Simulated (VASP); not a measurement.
The system is Y2Be2N.

```
Y Be N
1.0
    -1.91203    2.51327    3.79674
     1.91203   -2.51327    3.79674
     1.91203    2.51327   -3.79674
Y Be N
2 2 1
Direct
  0.70259 0.20259 0.50000
  0.29741 0.79741 0.50000
  0.70974 0.50000 0.20974
  0.29026 0.50000 0.79026
  0.00000 0.00000 0.00000
```

The cell was generated, and may not be a known phase.

| Quantity | Value |
| --- | --- |
| Program | VASP 6.6.1 |
| Task | relaxation of cell and atoms |
| Functional | PBE |
| Potentials or basis | VASP PAW PBE potentials, release 64 (Y_sv, Be, N) |
| Cutoff | 600 eV |
| k mesh | 6 × 6 × 6 |
| Occupations | gaussian, width 0.1 eV |
| Spin | no spin polarisation |

At the start: pressure 7.2 GPa; volume 14.60 Å³/atom.

Q: Where does the relaxation end?

A: Over 19 steps the energy falls by 622.6 meV/atom and the volume is 15.41 Å³/atom (+5.6 %); space group Immm (No. 71, to 0.1 Å) before and after.

Step by step:
```
step  energy change (eV)  largest force (eV/Å)  pressure (GPa)  volume (Å³)
   1              0.0000                1.4938            7.24        72.98
   2             -0.6145                0.5230           -1.59        80.03
   3             -0.6461                0.4079           -3.60        82.16
   4             -0.9875                0.6355           -3.09        79.81
   5             -1.6515                1.2978            3.12        71.26
   6             -1.8415                0.9331            3.92        72.06
   7             -1.8711                0.6316            4.73        72.43
   8             -2.2240                0.7263            0.72        77.28
   9             -2.3223                1.2071           -3.57        84.50
  10             -2.3523                1.0847           -2.49        82.29
  11             -2.6760                1.0993           -3.78        83.28
  12             -2.7743                1.1064           -4.22        83.65
  13             -3.0114                0.6530            0.41        77.24
  14             -3.0231                0.4819            2.23        75.41
  15             -3.0922                0.2537            0.21        76.39
  16             -3.0924                0.2295            0.29        76.34
  17             -3.1102                0.0269            0.06        76.81
  18             -3.1114                0.0677            0.01        76.96
  19             -3.1130                0.0240           -0.01        77.05
```

Final structure:
```yaml
crystal:
  lattice:
    - [-1.41794, 3.19054, 4.25763]
    - [1.41794, -3.19054, 4.25763]
    - [1.41794, 3.19054, -4.25763]
  atoms:
    - { symbol: Y, position: [0.69709, 0.19709, 0.50000] }
    - { symbol: Y, position: [0.30291, 0.80291, 0.50000] }
    - { symbol: Be, position: [0.82790, 0.50000, 0.32790] }
    - { symbol: Be, position: [0.17210, 0.50000, 0.67210] }
    - { symbol: N, position: [0.00000, 0.00000, 0.00000] }
```
